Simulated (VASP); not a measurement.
Here is a VASP 6.6.1 calculation.

Contents of INCAR:

```
SYSTEM = Cu
ALGO     = Normal         ! electronic algorithm
EDIFF    = 1E-6           ! SCF threshold, eV
ENCUT    = 520            ! plane-wave cutoff, eV
GGA      = PS             ! functional
ISIF     = 2              ! what is computed and relaxed
ISMEAR   = 1              ! smearing method
IVDW     = 13             ! dispersion correction
LASPH    = .True.         ! aspherical terms in the spheres
LCHARG   = .False.        ! write CHGCAR
LREAL    = .False.        ! projectors in reciprocal space
LWAVE    = .False.        ! write WAVECAR
NBANDS   = 12             ! bands
NELM     = 100            ! most SCF steps
PREC     = Accurate       ! precision mode
SIGMA    = 0.1            ! smearing width, eV
```

KPOINTS

```
k-points
0
Gamma
  2 6 1
  0 0 0
```

The input POSCAR:

```
Cu
1.0
   11.5702539500      0.0000000000      0.0000000000
    0.0000000000      2.2382121000      0.0000000000
   -4.5956239400      0.0000000000     21.7433883500
Cu
1
Direct
    0.5000000000      0.5000000000      0.5000000000
```

Potentials or basis: VASP PAW PBE potentials, release 64 (Cu).

Run with:

```bash
$ cat potpaw_PBE.64/Cu/POTCAR > POTCAR
$ mpirun -np 1 vasp_std > vasp.out
```

(1) What does it give for the band gap on the k mesh?

(2) What does it give for the dispersion energy per atom?

Answers

(1) zero (an odd number of electrons rules out a gap without spin polarisation).

(2) -0.019 eV.

Caveat: the k points lie up to 0.47 Å⁻¹ apart, too coarse for converged energies and pressures of a metal.
